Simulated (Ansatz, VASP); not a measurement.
# Two plane-wave programs on RbBr

```xyz
2
Lattice="0.0000 3.4275 3.4275 3.7702 0.0000 3.4275 3.7702 3.4275 0.0000" Properties=species:S:1:pos:R:3 pbc="T T T"
Rb    0.0000    0.0000    0.0000
Br    3.7702    3.4275    3.4275
```

Change from the starting cell: strain +0.1000 x Voigt [1, 0, 0, 0, 0, 0], atoms carried along.

Alike in both runs: task single point; functional PBEsol; k mesh 6 × 6 × 6; occupations gaussian, width 0.05 eV; no spin polarisation.

```csv
,VASP,Ansatz
version,VASP 6.6.1,Ansatz 0.2.0
potentials or method,"VASP PAW PBE potentials, release 64 (Rb_sv, Br), cutoff 520 eV","scalar-relativistic, plane waves, PAW"
valence electrons in the cell,16,16
```

VASP gave:

| Item | Value |
| --- | --- |
| gap on the k mesh at the Fermi level (eV) | 3.99 |
| least direct gap on the mesh (eV) | 3.99 |
| pressure (GPa) | -0.8 |
| traceless stress, the component that is largest in VASP (GPa) | -0.81 |

**Question.** Which values does Ansatz return?

**Answer.** gap on the k mesh at the Fermi level (eV): 3.99; least direct gap on the mesh (eV): 3.99; pressure (GPa): -0.8; traceless stress, the component that is largest in VASP (GPa): -0.79.

VASP's potentials were made for PBE, not for PBEsol. The functional is the same, so the differences come from potentials, cutoffs and numerics.
